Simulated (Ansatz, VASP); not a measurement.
**SnO: VASP beside Ansatz**

```
Sn O
1.0
    -0.05036    2.53697    2.53697
     2.53697   -0.05036    2.53697
     2.48661    2.48661    0.00000
Sn O
1 1
Direct
  0.00000 0.00000 0.00000
  0.50000 0.50000 0.50000
```

Change from the starting cell: shear_xy strain -4.0%.

Alike in both runs: task single point; functional r2SCAN; k mesh 8 × 8 × 8; no spin polarisation.

|  | VASP | Ansatz |
| --- | --- | --- |
| version | VASP 6.6.1 | Ansatz 0.2.0 |
| potentials or method | VASP PAW PBE potentials, release 64 (Sn_d, O) | plane waves, PAW |
| plane-wave cutoff (eV) | 520 | 500 |
| occupations | gaussian, width 0.01 eV | fixed |
| valence electrons in the cell | 20 | 20 |

```csv
,VASP,Ansatz,Ansatz less VASP
gap on the k mesh at the Fermi level (eV),0.79,0.79,+0.001
pressure (GPa),0.1,-0.1,-0.17
"traceless stress, the component that is largest in VASP (GPa)",0.70,0.71,+0.008
```

VASP's potentials were made for PBE, not for r2SCAN.
